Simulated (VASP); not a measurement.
Input of a VASP 6.6.1 run:

Contents of POSCAR:

```
InSe
1.0
    2.0000000000      1.1547005384      8.4400000000
   -2.0000000000      1.1547005384      8.4400000000
    0.0000000000     -2.3094010768      8.4400000000
In Se
2 2
Direct
    0.0000000000      0.0000000000      0.0000000000
    0.8885966667      0.8885966667      0.8885966667
    0.3835033333      0.3835033333      0.3835033333
    0.1719000000      0.1719000000      0.1719000000
```

INCAR.step1

```
SYSTEM = InSe
PREC = Accurate
ENCUT = 550
ISMEAR = 0
SIGMA = 0.01
LREAL = .False.
LASPH = .True.
NELM = 120
NBANDS = 27
GGA = PE
ALGO = Normal
EDIFF = 1E-5
LWAVE = .True.
LCHARG = .False.
GGA_COMPAT = .False.
```

File INCAR.step2:

```
SYSTEM = InSe
PREC = Accurate
ENCUT = 550
EDIFF = 1E-6
ISMEAR = 0
SIGMA = 0.01
LREAL = .False.
LASPH = .True.
NELM = 120
ALGO = Normal
ISIF = 2
LWAVE = .False.
LCHARG = .False.
METAGGA = R2SCAN
LMIXTAU = .True.
NBANDS = 27
ISTART = 1
GGA_COMPAT = .False.
```

Contents of KPOINTS:

```
regular mesh
0
Gamma
  6 6 6
  0 0 0
```

Potentials or basis: VASP PAW PBE potentials, release 64 (In_d, Se).

Launch:

```console
$ cat potpaw_PBE.64/In_d/POTCAR potpaw_PBE.64/Se/POTCAR > POTCAR
$ cp INCAR.step1 INCAR
$ mpirun -np 1 vasp_std > vasp.out
$ cp INCAR.step2 INCAR
$ mpirun -np 1 vasp_std > vasp.out
```

Estimate the largest force.

0.251 eV/Å.

What does it give for the pressure?

1.1 GPa.

Predict the band gap on the k mesh.

0.86 eV.

Forces in eV/Å, atoms in the order of the input:
```
In   0.000  0.000 -0.233
In   0.000  0.000  0.251
Se   0.000  0.000  0.027
Se   0.000  0.000 -0.045
```

Caveat: the PAW data sets were made with another functional, which shifts forces and pressure a little; spin-orbit coupling is left out, which moves the levels of the heavy elements. A k mesh can miss the band edges.
